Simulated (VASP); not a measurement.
Here is a VASP 6.6.1 calculation.

Contents of INCAR:

```
PREC = Accurate
ENCUT = 520
EDIFF = 1E-7
ISMEAR = 0
SIGMA = 0.02
LREAL = False
LASPH = True
NELM = 80
ALGO = Normal
ISIF = 2
LWAVE = False
LCHARG = False
GGA = PE
NBANDS = 17
```

KPOINTS

```
Automatic mesh
0
Gamma
  8 8 8
```

File POSCAR:

```
TePb
1.0
    0.0000000000      3.1843543845      3.1843543845
    3.1843543845      0.0000000000      3.1843543845
    3.1843543845      3.1843543845      0.0000000000
Te Pb
1 1
Direct
    0.5000000000      0.5000000000      0.5000000000
    0.0000000000      0.0000000000      0.0000000000
```

Potentials or basis: VASP PAW PBE potentials, release 64 (Te, Pb_d).

The run is started by

```bash
$ cat potpaw_PBE.64/Te/POTCAR potpaw_PBE.64/Pb_d/POTCAR > POTCAR
$ mpirun -np 1 vasp_std > vasp.out
```

Question: What does it give for the pressure?

Answer: 4.4 GPa.

Question: Predict the band gap on the k mesh.

Answer: 0.64 eV, direct.

Caveat: spin-orbit coupling is left out, which moves the levels of the heavy elements. A k mesh can miss the band edges.
